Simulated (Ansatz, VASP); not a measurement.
**C in VASP and in Ansatz**

The input INCAR:

```
  ALGO = Normal
  EDIFF = 1E-7
  ENCUT = 520
  GGA = PE
  ISIF = 2
  ISMEAR = 0
  LASPH = T
  LCHARG = F
  LREAL = F
  LWAVE = F
  NBANDS = 11
  NELM = 100
  PREC = Accurate
  SIGMA = 0.01
```

File KPOINTS:

```
k-points
0
Gamma
  8 8 8
```

File POSCAR:

```
C
1.0
    0.0000000000      1.7801241411      1.7801241411
    1.7801241411      0.0000000000      1.7801241411
    1.7801241411      1.7801241411      0.0000000000
C
2
Direct
    0.0000000000      0.0000000000      0.0000000000
    0.2500000000      0.2500000000      0.2500000000
```

Input for Ansatz:

```yaml
crystal:
  lattice:
    - [0.0, 1.7801241411, 1.7801241411]
    - [1.7801241411, 0.0, 1.7801241411]
    - [1.7801241411, 1.7801241411, 0.0]
  atoms:
    - { symbol: C, position: [0.0, 0.0, 0.0] }
    - { symbol: C, position: [0.25, 0.25, 0.25] }
kpoints:
  mp_grid: { grid: [8, 8, 8] }
hamiltonian:
  xc: pbe
scf:
  occupations: { method: fixed }
  n_extra_bands: 4
output:
  forces: true
  stress: true
  eigenvalues: true
```

Alike in both runs: task single point; functional PBE; k mesh 8 × 8 × 8; no spin polarisation.

|  | VASP | Ansatz |
| --- | --- | --- |
| version | VASP 6.6.1 | Ansatz 0.2.0 |
| potentials or method | VASP PAW PBE potentials, release 64 (C) | plane waves, PAW |
| plane-wave cutoff (eV) | 520 | 420 |
| occupations | gaussian, width 0.01 eV | fixed |
| valence electrons in the cell | 8 | 8 |

```csv
,VASP,Ansatz,Ansatz less VASP
gap on the k mesh at the Fermi level (eV),4.14,4.15,+0.008
pressure (GPa),4.9,4.2,-0.70
```
